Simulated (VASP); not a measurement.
CdH:

```xyz
2
Lattice="0.0000 2.4769 2.4769 2.4769 0.0000 2.4769 2.4769 2.4769 0.0000" Properties=species:S:1:pos:R:3 pbc="T T T"
Cd    0.0000    0.0000    0.0000
H     2.4769    2.4769    2.4769
```

```yaml
Program: VASP 6.6.1
Task: relaxation of cell and atoms
Functional: PBE
Potentials_or_basis: VASP PAW PBE potentials, release 64 (Cd, H)
Cutoff: 600 eV
k_mesh: 20 × 20 × 20
Occupations: gaussian, width 0.1 eV
Spin: no spin polarisation
```

At the start: pressure -2.7 GPa; volume 15.20 Å³/atom.

**Question.** How do energy, volume and symmetry change on relaxing?

**Answer.** Over 4 steps the energy falls by 10.3 meV/atom and the volume is 14.05 Å³/atom (-7.5 %); space group Fm-3m (No. 225, to 0.05 Å).

The path:
```
step  energy change (eV)  largest force (eV/Å)  pressure (GPa)  volume (Å³)
   1              0.0000                0.0000           -2.66        30.39
   2             -0.0146                0.0000           -1.56        29.30
   3             -0.0206                0.0000           -0.18        28.24
   4             -0.0206                0.0000            0.04        28.11
```

Final structure:
```yaml
crystal:
  lattice:
    - [0.00000, 2.41327, 2.41327]
    - [2.41327, 0.00000, 2.41327]
    - [2.41327, 2.41327, 0.00000]
  atoms:
    - { symbol: Cd, position: [0.00000, 0.00000, 0.00000] }
    - { symbol: H, position: [0.50000, 0.50000, 0.50000] }
```
